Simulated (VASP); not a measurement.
A run of VASP 6.6.1 is set up as follows.

File INCAR:

```
PREC = Accurate ; ENCUT = 520
EDIFF = 1E-6 ; ISMEAR = 0
SIGMA = 0.2 ; LREAL = F
LASPH = T ; NELM = 100
ALGO = Normal ; ISIF = 2
LWAVE = F ; LCHARG = T
GGA = PE ; LELF = T
LVHAR = T ; NBANDS = 41
```

File KPOINTS:

```
regular mesh
0
Gamma
  4 4 2
```

The input POSCAR:

```
Hf5C3
1.0
    4.7143902857      0.0000000030      0.0000000000
   -2.3571951455      4.0827817493      0.0000000000
    0.0000000000      0.0000000000      6.9888107824
Hf C
5 3
Direct
    0.3333333333      0.6666666667      0.7043926065
    0.6666666667      0.3333333333      0.7043926065
    0.6666666667      0.3333333333      0.2956073935
    0.3333333333      0.6666666667      0.2956073935
    0.0000000000      0.0000000000      0.0000000000
    0.3333333333      0.6666666667      0.0000000000
    0.6666666667      0.3333333333      0.0000000000
    0.0000000000      0.0000000000      0.5000000000
```

Potentials or basis: VASP PAW PBE potentials, release 64 (Hf_pv, C).

The run is started by

```console
$ cat potpaw_PBE.64/Hf_pv/POTCAR potpaw_PBE.64/C/POTCAR > POTCAR
$ mpirun -np 1 vasp_std > vasp.out
```

(1) Estimate the pressure.

(2) Predict the band gap on the k mesh.

Results:

(1) -0.3 GPa.

(2) zero (bands 31 and 32 overlap by 0.42 eV).

Caveat: the k points lie up to 0.45 Å⁻¹ apart; spin-orbit coupling is left out, which moves the levels of the heavy elements.
